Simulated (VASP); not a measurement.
# Ru in VASP: further runs

Runs on Ru. Level: PBEsol. Tasks: single point.

Everything below comes from runs of VASP 6.6.1. Logs are shortened: lines on timing, memory, paths and dates and some standing lists are left out, and cuts for length are marked.

## (1) The cell of the first run

The cell holds a wire with vacuum, 6 atoms: a = 13.000 Å, b = 13.200 Å, c = 4.129 Å, α = 90.00°, β = 90.00°, γ = 90.00°.

## (2) Single point, PBEsol

The input, INCAR:

```
SYSTEM = Ru
PREC = Accurate
ENCUT = 520
EDIFF = 1E-6
ISMEAR = 0
SIGMA = 0.05
LREAL = .False.
LASPH = .True.
NELM = 80
ALGO = Normal
ISIF = 2
LWAVE = .False.
LCHARG = .False.
GGA = PS
NBANDS = 51
```

The input, KPOINTS:

```
Automatic mesh
0
Gamma
  1 1 13
  0 0 0
```

The input, POSCAR:

```
Ru
1.0
   13.0000000000      0.0000000000      0.0000000000
    0.0000000000     13.2000000000      0.0000000000
    0.0000000000      0.0000000000      4.1293861330
Ru
6
Direct
    0.5139077116      0.3969032447      0.2500000000
    0.4156769928      0.5626046562      0.2500000000
    0.6053405128      0.5605551622      0.2500000000
    0.3946594872      0.4394448378      0.7500000000
    0.5843230072      0.4373953438      0.7500000000
    0.4860922884      0.6030967553      0.7500000000
```

Potentials or basis: VASP PAW PBE potentials, release 64 (Ru_pv).

On the command line:

```bash
> cat potpaw_PBE.64/Ru_pv/POTCAR > POTCAR
> mpirun -np 1 vasp_std > vasp.out
```

OUTCAR:

```text
SYSTEM = Ru
   PREC = Accurate
   ENCUT = 520
   EDIFF = 1E-6
   ISMEAR = 0
   LREAL = .False.
   LASPH = .True.
   NELM = 80
   ISIF = 2
   GGA = PS

 ion  position               nearest neighbor table
   1  0.514  0.397  0.250-   5 2.32   5 2.32   3 2.47   2 2.53   4 2.64   4 2.64
   2  0.416  0.563  0.250-   6 2.32   6 2.32   3 2.47   1 2.53   4 2.64   4 2.64
   3  0.605  0.561  0.250-   1 2.47   2 2.47   5 2.64   5 2.64   6 2.64   6 2.64
   4  0.395  0.439  0.750-   6 2.47   5 2.47   2 2.64   2 2.64   1 2.64   1 2.64
   5  0.584  0.437  0.750-   1 2.32   1 2.32   4 2.47   6 2.53   3 2.64   3 2.64
   6  0.486  0.603  0.750-   2 2.32   2 2.32   4 2.47   5 2.53   3 2.64   3 2.64

  LATTYP: Found a simple orthorhombic cell.
 ALAT       =     4.1293861330
 B/A-ratio  =     3.1481676892
 C/A-ratio  =     3.1966010382

  Lattice vectors:

 A1 = (   0.0000000000,   0.0000000000,   4.1293861330)
 A2 = (  13.0000000000,   0.0000000000,   0.0000000000)
 A3 = (   0.0000000000,  13.2000000000,   0.0000000000)

Analysis of symmetry for initial positions (statically):
=====================================================================
 Subroutine PRICEL returns:
 Original cell was already a primitive cell.

 Routine SETGRP: Setting up the symmetry group for a
 simple orthorhombic supercell.

 Subroutine GETGRP returns: Found  4 space group operations
 (whereof  2 operations were pure point group operations)
 out of a pool of  8 trial point group operations.

The static configuration has the point symmetry S_2 .
 The point group associated with its full space group is C_2h.

Analysis of symmetry for dynamics (positions and initial velocities):
=====================================================================
 Subroutine PRICEL returns:
 Original cell was already a primitive cell.

 Routine SETGRP: Setting up the symmetry group for a
 simple orthorhombic supercell.

 Subroutine GETGRP returns: Found  4 space group operations
 (whereof  2 operations were pure point group operations)
 out of a pool of  8 trial point group operations.

The dynamic configuration has the point symmetry S_2 .
 The point group associated with its full space group is C_2h.

 Subroutine INISYM returns: Found  4 space group operations
 (whereof  2 operations are pure point group operations),
 and found     1 'primitive' translations

----------------------------------------------------------------------------------------

                                     Primitive cell

  volume of cell :     708.6027

  direct lattice vectors                    reciprocal lattice vectors
    13.000000000  0.000000000  0.000000000     0.076923077  0.000000000  0.000000000
     0.000000000 13.200000000  0.000000000     0.000000000  0.075757576  0.000000000
     0.000000000  0.000000000  4.129386133     0.000000000  0.000000000  0.242166745

  length of vectors
    13.000000000 13.200000000  4.129386133     0.076923077  0.075757576  0.242166745

  position of ions in fractional coordinates (direct lattice)
     0.513907712  0.396903245  0.250000000
     0.415676993  0.562604656  0.250000000
     0.605340513  0.560555162  0.250000000
     0.394659487  0.439444838  0.750000000
     0.584323007  0.437395344  0.750000000
     0.486092288  0.603096755  0.750000000

  ion indices of the primitive-cell ions
   primitive index   ion index
                 1           1
                 2           2
                 3           3
                 4           4
                 5           5
                 6           6

----------------------------------------------------------------------------------------

 KPOINTS: Automatic mesh

Automatic generation of k-mesh.
 Grid dimensions read from file:
 generate k-points for:    1    1   13

 Generating k-lattice:

  Cartesian coordinates                     Fractional coordinates (reciprocal lattice)
     0.076923077  0.000000000  0.000000000     1.000000000  0.000000000  0.000000000
     0.000000000  0.075757576  0.000000000     0.000000000  1.000000000  0.000000000
     0.000000000  0.000000000  0.018628211     0.000000000  0.000000000  0.076923077

  Length of vectors
     0.076923077  0.075757576  0.018628211

  Shift w.r.t. Gamma in fractional coordinates (k-lattice)
     0.000000000  0.000000000  0.000000000

 Subroutine IBZKPT returns following result:
 ===========================================

 Found      7 irreducible k-points:

 Following reciprocal coordinates:
            Coordinates               Weight
  0.000000  0.000000  0.000000      1.000000
  0.000000  0.000000  0.076923      2.000000
  0.000000  0.000000  0.153846      2.000000
  0.000000  0.000000  0.230769      2.000000
  0.000000  0.000000  0.307692      2.000000
  0.000000  0.000000  0.384615      2.000000
  0.000000  0.000000  0.461538      2.000000
   k-points           NKPTS =      7   k-points in BZ     NKDIM =      7   number of bands    NBANDS=     51
   number of dos      NEDOS =    301   number of ions     NIONS =      6
   total plane-waves  NPLWV = 307328
   dimension x,y,z NGX =    98 NGY =   98 NGZ =   32
   dimension x,y,z NGXF=   196 NGYF=  196 NGZF=   64
   ions per type =               6
   NGX,Y,Z   is equivalent  to a cutoff of  12.53, 12.34, 12.88 a.u.
   NGXF,Y,Z  is equivalent  to a cutoff of  25.06, 24.69, 25.77 a.u.
 SYSTEM =  Ru
   PREC   = accura    normal or accurate (medium, high low for compatibility)
   ISTART =      0    job   : 0-new  1-cont  2-samecut
   ICHARG =      2    charge: 1-file 2-atom 10-const
   ISPIN  =      1    spin polarized calculation?
   LNONCOLLINEAR =      F non collinear calculations
   LSORBIT =      F    spin-orbit coupling
   LASPH  =      T    aspherical Exc in radial PAW
   ENCUT  =  520.0 eV  38.22 Ry    6.18 a.u.  24.17 24.54  7.68*2*pi/ulx,y,z
   NELM   =     80;   NELMIN=  2; NELMDL= -5     # of ELM steps
   EDIFF  = 0.1E-05   stopping-criterion for ELM
   LREAL  =      F    real-space projection
   EDIFFG = 0.1E-04   stopping-criterion for IOM
   NSW    =      0    number of steps for IOM
   IBRION =     -1    ionic relax: 0-MD 1-quasi-New 2-CG
   NFREE  =      0    steps in history (QN), initial steepest desc. (CG)
   ISIF   =      2    stress and relaxation
   ISYM   =      2    0-nonsym 1-usesym 2-fastsym
   POTIM  = 0.5000    time-step for ionic-motion
   TEBEG  =    0.0;   TEEND  =   0.0 temperature during run
   PSTRESS=    0.0 pullay stress
   NELECT =      84.0000    total number of electrons
   NUPDOWN=      -1.0000    fix difference up-down
   EMIN   =  10.00;   EMAX   =-10.00  energy-range for DOS
   EFERMI =   0.00;   METHOD = LEGACY
   ISMEAR =     0;   SIGMA  =   0.05  broadening in eV -4-tet -1-fermi 0-gaus
   EFERMI_NEDOS =   21; number of points for ismear=-14 and -15
   IALGO  =     38    algorithm
   IMIX   =      4    mixing-type and parameters
     AMIX     =   0.40;   BMIX     =  1.00
     AMIX_MAG =   1.60;   BMIX_MAG =  1.00
  volume/ion in A,a.u.               =     118.10       796.98
  Fermi-wavevector in a.u.,A,eV,Ry     =   0.804205  1.519728  8.799519  0.646746
  Thomas-Fermi vector in A             =   1.912218
   LORBIT       =      0    0 simple, 1 ext, 2 COOP (PROOUT), +10 PAW based schemes
   GGA     = PS    functional components
   LHFCALC =     F    Hartree Fock is set to
   AEXX    =    0.0000 exact exchange contribution
   IVDW    =     0    specifies the selected vdW correction
   LEPSILON=     F    determine dielectric tensor
   LRPA    =     F    only Hartree local field effects (RPA)
 non-spin polarized calculation
 Gauss-broadening in eV      SIGMA  =   0.05
  energy-cutoff  :      520.00
  volume of cell :      708.60
 maximum number of plane-waves:     19143
 NGX is ok and might be reduce to    98
   NGX = 49   NGY = 49   NGZ = 15

 number of electron      84.0000020 magnetization

 Free energy of the ion-electron system (eV)
  ---------------------------------------------------
  ext. energy  EPLUGINS =         0.00000000
  ---------------------------------------------------
  free energy    TOTEN  =       -45.65292077 eV

  energy without entropy =      -45.63895218  energy(sigma->0) =      -45.64593647

 E-fermi :  -2.1928     XC(G=0):  -2.8152

 val. band max:       -2.1958244572   @ k =   0.0000   0.0000   0.0769
 cond. band min:      -2.1744515216   @ k =   0.0000   0.0000   0.0000
 fundamental gap:      0.0213729356
 Fermi energy:        -2.1928124775

 k-point     1 :       0.0000    0.0000    0.0000
  band No.  band energies     occupation
      1     -46.2148      2.00000
      2     -46.0948      2.00000
      3     -45.6710      2.00000
      4     -45.3388      2.00000
      5     -45.2340      2.00000
      6     -45.2266      2.00000
[... 43 lines left out ...]
     50      -1.2205      0.00000
     51      -0.0833      0.00000

 k-point     2 :       0.0000    0.0000    0.0769
  band No.  band energies     occupation
      1     -46.2025      2.00000
      2     -46.0865      2.00000
      3     -45.6693      2.00000
      4     -45.3380      2.00000
      5     -45.2614      2.00000
      6     -45.2420      2.00000
[... 43 lines left out ...]
     50      -1.2133      0.00000
     51      -0.1491      0.00000

 k-point     3 :       0.0000    0.0000    0.1538
  band No.  band energies     occupation
      1     -46.1669      2.00000
      2     -46.0613      2.00000
      3     -45.6655      2.00000
      4     -45.3380      2.00000
      5     -45.3253      2.00000
      6     -45.2892      2.00000
[... 43 lines left out ...]
     50      -1.0126      0.00000
     51      -0.3263      0.00000

 k-point     4 :       0.0000    0.0000    0.2308
  band No.  band energies     occupation
      1     -46.1112      2.00000
      2     -46.0186      2.00000
      3     -45.6645      2.00000
      4     -45.3973      2.00000
      5     -45.3661      2.00000
      6     -45.3463      2.00000
[... 43 lines left out ...]
     50      -0.8561      0.00000
     51      -0.5532      0.00000

 k-point     5 :       0.0000    0.0000    0.3077
  band No.  band energies     occupation
      1     -46.0402      2.00000
      2     -45.9581      2.00000
      3     -45.6789      2.00000
      4     -45.4644      2.00000
      5     -45.4532      2.00000
      6     -45.3682      2.00000
[... 43 lines left out ...]
     50      -0.8352      0.00000
     51      -0.6853      0.00000

 k-point     6 :       0.0000    0.0000    0.3846
  band No.  band energies     occupation
      1     -45.9599      2.00000
      2     -45.8805      2.00000
      3     -45.7238      2.00000
      4     -45.5733      2.00000
      5     -45.4734      2.00000
      6     -45.4000      2.00000
[... 43 lines left out ...]
     50      -0.8969      0.00000
     51      -0.5235      0.00000

 k-point     7 :       0.0000    0.0000    0.4615
  band No.  band energies     occupation
      1     -45.8759      2.00000
      2     -45.7943      2.00000
      3     -45.7877      2.00000
      4     -45.6835      2.00000
      5     -45.4619      2.00000
      6     -45.4339      2.00000
[... 43 lines left out ...]
     50      -0.9825      0.00000
     51      -0.1036      0.00000

------------------------ aborting loop because EDIFF is reached ----------------------------------------

  FORCE on cell =-STRESS in cart. coord.  units (eV):
  Direction    XX          YY          ZZ          XY          YZ          ZX
  --------------------------------------------------------------------------------------
  -------------------------------------------------------------------------------------
  Total        0.1934845      0.0963036      0.4032913      0.0878372      0.0000000      0.0000000
  in kB        0.4374756      0.2177461      0.9118569      0.1986033      0.0000000      0.0000000
  external PRESSURE =       0.5223595 kB  Pullay stress =       0.0000000 kB

 VOLUME and BASIS-vectors are now :
 -----------------------------------------------------------------------------
  energy-cutoff  :      520.00
  volume of cell :      708.60
      direct lattice vectors                 reciprocal lattice vectors
    13.000000000  0.000000000  0.000000000     0.076923077  0.000000000  0.000000000
     0.000000000 13.200000000  0.000000000     0.000000000  0.075757576  0.000000000
     0.000000000  0.000000000  4.129386133     0.000000000  0.000000000  0.242166745

 POSITION                                       TOTAL-FORCE (eV/Angst)
 -----------------------------------------------------------------------------------
      6.68080      5.23912      1.03235        -0.055882     -0.059842      0.000000
      5.40380      7.42638      1.03235        -0.079483     -0.019789      0.000000
      7.86943      7.39933      1.03235         0.042741      0.025777     -0.000000
      5.13057      5.80067      3.09704        -0.042741     -0.025777      0.000000
      7.59620      5.77362      3.09704         0.079483      0.019789     -0.000000
      6.31920      7.96088      3.09704         0.055882      0.059842      0.000000
 -----------------------------------------------------------------------------------
    total drift:                                0.000000      0.000000     -0.000000

  FREE ENERGIE OF THE ION-ELECTRON SYSTEM (eV)
  ---------------------------------------------------
  free  energy   TOTEN  =       -45.6529207654 eV

  energy  without entropy=      -45.6389521770  energy(sigma->0) =      -45.64593647
```

It took 7.7 min on 1 thread of AMD EPYC 7R43 (Zen 3), shared host; peak memory 0.63 GiB.

What came out:

```yaml
Free_energy: -45.6529 eV
Largest_force: 0.082 eV/Å
Band_gap_on_the_k_mesh: zero (band 42 reaches -2.12 eV, above the bottom of band 43 at -2.35 eV)
```

Forces in eV/Å, atoms in the order of the input:
```
Ru  -0.056 -0.060  0.000
Ru  -0.079 -0.020  0.000
Ru   0.043  0.026  0.000
Ru  -0.043 -0.026  0.000
Ru   0.079  0.020  0.000
Ru   0.056  0.060  0.000
```

Levels at points of the mesh, in eV from the Fermi level:
```
           k point  band 38  band 39  band 40  band 41  band 42  band 43  band 44  band 45  band 46  band 47
(0.00, 0.00, 0.00)    -0.94    -0.80    -0.69    -0.40    -0.24     0.02     0.06     0.19     0.29     0.36
```

Caveat: the PAW data sets were made with another functional, which shifts forces and pressure a little.

(Part 1 of 2 ends here.)
